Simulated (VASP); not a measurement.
# CdSe (F-43m) in VASP: notebook

The runs below take CdSe through vibrations by perturbation theory, with LDA.

Everything below comes from runs of VASP 6.6.1. Logs are shortened: lines on timing, memory, paths and dates and some standing lists are left out, and cuts for length are marked.

## 1. The cell of the first run

The structure is cubic, space group F-43m (No. 216). Conventional cell: a = 5.673 Å, b = 5.673 Å, c = 5.673 Å, α = 90.00°, β = 90.00°, γ = 90.00°. Within 3.2 Å of Cd (site symmetry -43m) lie 4 Se at 2.46 Å. Se (site symmetry -43m) has 4 Cd at 2.46 Å within 3.2 Å.

## 2. Vibrations by perturbation theory, LDA

INCAR

```
SYSTEM = CdSe
  PREC = Accurate
  ENCUT = 520
  EDIFF = 1E-8
  ISMEAR = 0
  SIGMA = 0.01
  LREAL = .FALSE.
  LASPH = .TRUE.
  NELM = 100
  ALGO = Normal
  ISIF = 2
  LWAVE = .FALSE.
  LCHARG = .TRUE.
  NBANDS = 16
  IBRION = 8
  NSW = 1
```

KPOINTS

```
Automatic mesh
0
G
  6 6 6
  0 0 0
```

POSCAR

```
CdSe
1.0
    2.8363418112      2.8363418112      0.0000000000
   -2.8363418112      2.8363418112      0.0000000000
    0.0000000000      2.8363418112      2.8363418112
Cd Se
1 1
Direct
    0.0000000000      0.0000000000      0.0000000000
    0.7500000000      0.2500000000      0.5000000000
```

Potentials or basis: VASP PAW LDA potentials, release 64 (Cd, Se).

Launch:

```sh
> cat potpaw_LDA.64/Cd/POTCAR potpaw_LDA.64/Se/POTCAR > POTCAR
> mpirun -np 1 vasp_std > vasp.out
```

OUTCAR:

```text
SYSTEM = CdSe
   PREC = Accurate
   ENCUT = 520
   EDIFF = 1E-8
   ISMEAR = 0
   LREAL = .FALSE.
   LASPH = .TRUE.
   NELM = 100
   ISIF = 2
   IBRION = 8
   NSW = 1

 ion  position               nearest neighbor table
   1  0.000  0.000  0.000-   2 2.46   2 2.46   2 2.46   2 2.46
   2  0.750  0.250  0.500-   1 2.46   1 2.46   1 2.46   1 2.46

  LATTYP: Found a face centered cubic cell.
 ALAT       =     5.6726836224

  Lattice vectors:

 A1 = (   0.0000000000,   2.8363418112,   2.8363418112)
 A2 = (   2.8363418112,   0.0000000000,   2.8363418112)
 A3 = (   2.8363418112,   2.8363418112,   0.0000000000)

Analysis of symmetry for initial positions (statically):
=====================================================================
 Subroutine PRICEL returns:
 Original cell was already a primitive cell.

 Routine SETGRP: Setting up the symmetry group for a
 face centered cubic supercell.

 Subroutine GETGRP returns: Found 24 space group operations
 (whereof 24 operations were pure point group operations)
 out of a pool of 48 trial point group operations.

The static configuration has the point symmetry T_d .

Analysis of symmetry for dynamics (positions and initial velocities):
=====================================================================
 Subroutine PRICEL returns:
 Original cell was already a primitive cell.

 Routine SETGRP: Setting up the symmetry group for a
 face centered cubic supercell.

 Subroutine GETGRP returns: Found 24 space group operations
 (whereof 24 operations were pure point group operations)
 out of a pool of 48 trial point group operations.

The dynamic configuration has the point symmetry T_d .

 Subroutine INISYM returns: Found 24 space group operations
 (whereof 24 operations are pure point group operations),
 and found     1 'primitive' translations

[... 455 lines left out ...]
  external PRESSURE =     159.8968630 kB  Pullay stress =       0.0000000 kB

 VOLUME and BASIS-vectors are now :
 -----------------------------------------------------------------------------
  energy-cutoff  :      520.00
  volume of cell :       45.64
      direct lattice vectors                 reciprocal lattice vectors
     2.836341811  2.836341811  0.000000000     0.176283408  0.176283408 -0.176283408
    -2.836341811  2.836341811  0.000000000    -0.176283408  0.176283408 -0.176283408
     0.000000000  2.836341811  2.836341811     0.000000000  0.000000000  0.352566815

 POSITION                                       TOTAL-FORCE (eV/Angst)
 -----------------------------------------------------------------------------------
      0.00000      0.00000      0.00000         0.000000     -0.000000      0.000000
      1.41817      4.25451      1.41817        -0.000000      0.000000      0.000000
 -----------------------------------------------------------------------------------
    total drift:                               -0.000000      0.000000     -0.000000

  FREE ENERGIE OF THE ION-ELECTRON SYSTEM (eV)
  ---------------------------------------------------
  free  energy   TOTEN  =        -6.3766837466 eV

  energy  without entropy=       -6.3766837466  energy(sigma->0) =       -6.37668375

[... ionic steps 2 to 3 ...]

--------------------------------------- Ionic step        4  -------------------------------------------

------------------------ aborting loop because EDIFF is reached ----------------------------------------

[... ionic steps 5 to 6 ...]

--------------------------------------- Ionic step        7  -------------------------------------------

 Free energy of the ion-electron system (eV)
  ---------------------------------------------------
  ---------------------------------------------------
  free energy    TOTEN  =        -0.08397954 eV

  energy without entropy =       -0.08397954

------------------------ aborting loop because EDIFF is reached ----------------------------------------

 INTERNAL STRAIN TENSOR  FOR ION    2  DIRECTION 1   (eV/Angst):
 -----------------------------------------------------------------------------
     0.01372  0.00000  0.00000
     0.00000 -0.01701 15.68600
     0.00000 15.68600 -0.01701

 INTERNAL STRAIN TENSOR FOR ION    2 for displacements in x,y,z  (eV/Angst):
          X           Y           Z          XY          YZ          ZX
  --------------------------------------------------------------------------------
  x     0.00000     0.00000     0.00000     0.00000    15.68600     0.00000
  y     0.00000     0.00000     0.00000     0.00000     0.00000    15.68600
  z     0.00000     0.00000     0.00000    15.68600     0.00000     0.00000

 SECOND DERIVATIVES (NOT SYMMETRIZED)
 ------------------------------------
               1X          1Y          1Z          2X          2Y          2Z
  1X    -9.617367    0.000000   -0.000000    9.617367   -0.000000    0.000000
  1Y    -0.000000   -9.617367    0.000000    0.000000    9.617367   -0.000000
  1Z    -0.000000    0.000000   -9.617367    0.000000   -0.000000    9.617367
  2X     9.645283    0.000000    0.000000   -9.645283    0.000000    0.000000
  2Y     0.000000    9.645283    0.000000    0.000000   -9.645283    0.000000
  2Z     0.000000    0.000000    9.645283    0.000000    0.000000   -9.645283

 Eigenvectors and eigenvalues of the dynamical matrix
 ----------------------------------------------------

   1 f  =    7.124903 THz    44.767085 2PiTHz  237.661178 cm-1    29.466217 meV
             X         Y         Z           dx          dy          dz
      0.000000  0.000000  0.000000    -0.641794    0.000000    0.000000
      1.418171  4.254513  1.418171     0.766877   -0.000000    0.000000
[... 21 lines left out ...]
   6 f/i=    0.005082 THz     0.031931 2PiTHz    0.169516 cm-1     0.021017 meV
             X         Y         Z           dx          dy          dz
      0.000000  0.000000  0.000000     0.000000   -0.239759   -0.728434
      1.418171  4.254513  1.418171    -0.000000   -0.200652   -0.609621

--------------------------------------------------------------------------------------------------------

 ELASTIC MODULI CONTR FROM IONIC RELAXATION (kBar)
 Direction    XX          YY          ZZ          XY          YZ          ZX
 --------------------------------------------------------------------------------
 XX          -0.0000      0.0000      0.0000      0.0000     -0.0000      0.0000
 YY           0.0000     -0.0000      0.0000      0.0000      0.0000     -0.0000
 ZZ           0.0000      0.0000     -0.0000     -0.0000      0.0000      0.0000
 XY           0.0000      0.0000     -0.0000   -902.4957     -0.0000     -0.0000
 YZ          -0.0000      0.0000      0.0000     -0.0000   -902.4957      0.0000
 ZX           0.0000     -0.0000      0.0000     -0.0000      0.0000   -902.4957
 --------------------------------------------------------------------------------
```

stdout:

```text
POSCAR found type information on POSCAR CdSe
 POSCAR found :  2 types and       2 ions
 scaLAPACK will be used
 LDA part: xc-table for (Slater(with rela. corr.)+CA(PZ))
 , standard interpolation
 POSCAR, INCAR and KPOINTS ok, starting setup
 FFT: planning ... GRIDC
 FFT: planning ... GRID_SOFT
 FFT: planning ... GRID
 WAVECAR not read
 entering main loop
 Linear response reoptimize wavefunctions to high precision
 Linear response DOF=           2
 Linear response progress:
 first order change of Fermi-energy   0.11827E-03
 force on displaced ion       1 direction 1 :  -9.617   0.000   0.000
 Linear response progress:
 first order change of Fermi-energy  -0.59513E-03
 force on displaced ion       2 direction 1 :  -9.645  -0.000   0.000
 Linear response finished
```

Wall time 3.9 min (1 thread of Intel Xeon 8259CL, shared host); peak memory 0.23 GiB.

Results:

| Item | Value |
| --- | --- |
| Highest phonon frequency at Γ, LO-TO splitting left out | 238 cm⁻¹ |

Phonon frequencies in cm⁻¹ (negative: imaginary):
```csv
q point,frequencies
"(0.000, 0.000, 0.000)",0 0 0 238 238 238
```

Caveat: the cell stands under pressure or tension, which shifts response properties.

## 3. Vibrations by perturbation theory, LDA

This run uses another cell than the first one, of 23.86 Å³/atom.

INCAR

```
  PREC = Accurate
  ENCUT = 520
  EDIFF = 1E-8
  ISMEAR = 0
  SIGMA = 0.01
  LREAL = F
  LASPH = T
  NELM = 80
  ALGO = Normal
  ISIF = 2
  LWAVE = F
  LCHARG = F
  NBANDS = 16
  IBRION = 8
  NSW = 1
```

KPOINTS

```
regular mesh
0
Gamma
  6 6 6
```

POSCAR

```
CdSe
1.0
    2.8789258247      2.8789258247      0.0000000000
   -2.8789258247      2.8789258247      0.0000000000
    0.0000000000      2.8789258247      2.8789258247
Cd Se
1 1
Direct
    0.0000000000      0.0000000000      0.0000000000
    0.7500000000      0.2500000000      0.5000000000
```

Potentials or basis: VASP PAW LDA potentials, release 64 (Cd, Se).

Launch:

```sh
> cat potpaw_LDA.64/Cd/POTCAR potpaw_LDA.64/Se/POTCAR > POTCAR
> mpirun -np 1 vasp_std > vasp.out
```

OUTCAR:

```text
PREC = Accurate
   ENCUT = 520
   EDIFF = 1E-8
   ISMEAR = 0
   LREAL = F
   LASPH = T
   NELM = 80
   ISIF = 2
   IBRION = 8
   NSW = 1

 ion  position               nearest neighbor table
   1  0.000  0.000  0.000-   2 2.49   2 2.49   2 2.49   2 2.49
   2  0.750  0.250  0.500-   1 2.49   1 2.49   1 2.49   1 2.49

  LATTYP: Found a face centered cubic cell.
 ALAT       =     5.7578516494

  Lattice vectors:

 A1 = (   0.0000000000,   2.8789258247,   2.8789258247)
 A2 = (   2.8789258247,   0.0000000000,   2.8789258247)
[... 546 lines left out ...]
               1X          1Y          1Z          2X          2Y          2Z
  1X    -8.374801    0.000000    0.000000    8.374801    0.000000    0.000000
  1Y     0.000000   -8.374801    0.000000    0.000000    8.374801    0.000000
  1Z     0.000000    0.000000   -8.374801    0.000000    0.000000    8.374801
  2X     8.352729    0.000000    0.000000   -8.352729    0.000000    0.000000
  2Y     0.000000    8.352729    0.000000    0.000000   -8.352729    0.000000
  2Z     0.000000    0.000000    8.352729    0.000000    0.000000   -8.352729

 Eigenvectors and eigenvalues of the dynamical matrix
 ----------------------------------------------------

   1 f  =    6.637916 THz    41.707254 2PiTHz  221.417032 cm-1    27.452201 meV
             X         Y         Z           dx          dy          dz
      0.000000  0.000000  0.000000     0.000000    0.642839    0.000000
      1.439463  4.318389  1.439463     0.000000   -0.766002    0.000000
[... 21 lines left out ...]
   6 f/i=    0.004313 THz     0.027098 2PiTHz    0.143861 cm-1     0.017836 meV
             X         Y         Z           dx          dy          dz
      0.000000  0.000000  0.000000     0.000000    0.000000    0.766002
      1.439463  4.318389  1.439463     0.000000    0.000000    0.642839

--------------------------------------------------------------------------------------------------------

 ELASTIC MODULI CONTR FROM IONIC RELAXATION (kBar)
 Direction    XX          YY          ZZ          XY          YZ          ZX
 --------------------------------------------------------------------------------
 XX          -0.0000     -0.0000     -0.0000      0.0000      0.0000     -0.0000
 YY          -0.0000     -0.0000     -0.0000      0.0000      0.0000     -0.0000
 ZZ          -0.0000     -0.0000     -0.0000      0.0000      0.0000     -0.0000
 XY           0.0000      0.0000      0.0000   -691.7846     -0.0000     -0.0000
 YZ           0.0000      0.0000      0.0000      0.0000   -691.7846      0.0000
 ZX          -0.0000     -0.0000     -0.0000     -0.0000      0.0000   -691.7846
 --------------------------------------------------------------------------------
```

OSZICAR:

```text
N       E                     dE             d eps       ncg     rms          rms(c)
DAV:   1     0.106605918660E+03    0.10661E+03   -0.92781E+03   536   0.104E+03
[... 41 lines left out ...]
RMM:   6    -0.841055532497E-01    0.46769E-05   -0.17646E-07  2474   0.814E-04    0.187E-03
RMM:   7    -0.841041596316E-01    0.13936E-05    0.24385E-07  2499   0.556E-04    0.154E-04
RMM:   8    -0.841039416084E-01    0.21802E-06    0.12870E-08  2544   0.104E-04    0.531E-05
RMM:   9    -0.841037707625E-01    0.17085E-06   -0.50016E-09  2533   0.446E-05    0.749E-06
RMM:  10    -0.841038034806E-01   -0.32718E-07    0.20139E-10  2439   0.692E-06    0.506E-06
RMM:  11    -0.841038211475E-01   -0.17667E-07   -0.20586E-10  2462   0.454E-06    0.193E-06
RMM:  12    -0.841038247764E-01   -0.36289E-08    0.44668E-10  1196   0.678E-07    0.638E-07
 Linear response finished
```

stdout:

```text
POSCAR found type information on POSCAR CdSe
 POSCAR found :  2 types and       2 ions
 scaLAPACK will be used
 LDA part: xc-table for (Slater(with rela. corr.)+CA(PZ))
 , standard interpolation
 POSCAR, INCAR and KPOINTS ok, starting setup
 FFT: planning ... GRIDC
 FFT: planning ... GRID_SOFT
 FFT: planning ... GRID
 WAVECAR not read
 entering main loop
 Linear response reoptimize wavefunctions to high precision
 Linear response DOF=           2
 Linear response progress:
 first order change of Fermi-energy   0.12655E-03
 force on displaced ion       1 direction 1 :  -8.375   0.000   0.000
 Linear response progress:
 first order change of Fermi-energy  -0.61637E-03
 force on displaced ion       2 direction 1 :  -8.353   0.000   0.000
 Linear response finished
```

Wall time 3.3 min (1 thread of Intel Xeon 8259CL, shared host); peak memory 0.23 GiB.

What came out:

* Highest phonon frequency at Γ, LO-TO splitting left out: 221 cm⁻¹

Phonon frequencies in cm⁻¹ (negative: imaginary):
```
              q point        frequencies
(0.000, 0.000, 0.000)  0 0 0 221 221 221
```

Caveat: the cell stands under pressure or tension, which shifts response properties.

[end of part 1 of 3]
